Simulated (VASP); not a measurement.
Write the native input for VASP 6.6.1 that does the following.

```yaml
Task: single point
Functional: PBE
Potentials_or_basis: VASP PAW PBE potentials, release 64 (Sc_sv)
Cutoff: 520 eV
k_mesh: 6 × 6 × 1
Occupations: gaussian, width 0.1 eV
Spin: no spin polarisation
Dipole_correction: yes
Further_INCAR_settings: ALGO = Normal; EDIFF = 1e-06; NBANDS = 12
```

The structure of Sc lies in POSCAR:

```
Sc
1.0
    2.8976359713      0.0000000000      0.0000000000
    0.0000000000      2.8976359713      0.0000000000
    0.0000000000      0.0000000000     23.8000000000
Sc
1
Direct
    0.5000000000      0.5000000000      0.2941176471
```

The cell was built from a structure type or drawn by symmetry, and may not be a known phase.

These files were run (other wordings do the same):

INCAR

```
  PREC = Accurate
  ENCUT = 520
  EDIFF = 1E-6
  ISMEAR = 0
  SIGMA = 0.1
  LREAL = F
  LASPH = T
  NELM = 80
  ALGO = Normal
  ISIF = 2
  LWAVE = F
  LCHARG = T
  LDIPOL = T
  IDIPOL = 3
  DIPOL = 0.5 0.5 0.294
  GGA = PE
  LELF = T
  LVHAR = T
  LVACPOTAV = T
  NBANDS = 12
```

KPOINTS

```
Automatic mesh
0
Gamma
  6 6 1
```

Potentials or basis: VASP PAW PBE potentials, release 64 (Sc_sv).

Command:

```console
$ cat potpaw_PBE.64/Sc_sv/POTCAR > POTCAR
$ mpirun -np 1 vasp_std > vasp.out
```

It gave:

```json
{"Band gap on the k mesh": "zero (an odd number of electrons rules out a gap without spin polarisation)"}
```

Caveat: the k points lie up to 0.36 Å⁻¹ apart, too coarse for converged energies and pressures of a metal.

Run time: 39 s on 1 thread of Intel(R) Xeon(R) Platinum 8259CL CPU @ 2.50GHz (Skylake/Cascade Lake), on a shared host, peak memory 0.29 GiB.
